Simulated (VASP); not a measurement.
PtS2, 6 atoms in the cell. The cell holds a slab with vacuum, 6 atoms: a = 3.541 Å, b = 3.541 Å, c = 22.467 Å, α = 90.00°, β = 90.00°, γ = 120.00°. 

* Program: VASP 6.6.1
* Task: single point
* Functional: PBE
* Dispersion: D3(BJ)
* Potentials or basis: VASP PAW PBE potentials, release 64 (S, Pt)
* Cutoff: 520 eV
* k mesh: 9 × 9 × 1
* Occupations: gaussian, width 0.05 eV
* Spin: no spin polarisation
* Dipole correction: yes
* Further INCAR settings: ALGO = Normal; EDIFF = 1e-07; NBANDS = 31

Potentials or basis: VASP PAW PBE potentials, release 64 (S, Pt).

The run is started by

```sh
$ cat potpaw_PBE.64/S/POTCAR potpaw_PBE.64/Pt/POTCAR > POTCAR
$ mpirun -np 1 vasp_std > vasp.out
```

Hardware: 1 thread of Intel(R) Xeon(R) 6975P-C (Granite Rapids) (shared host).

Q: Estimate the wall time of this run.

A: Run time: 6.6 min on 1 thread of Intel(R) Xeon(R) 6975P-C (Granite Rapids), with other jobs on the host, peak memory 0.45 GiB. Counts: scf iterations 27, k points 25.
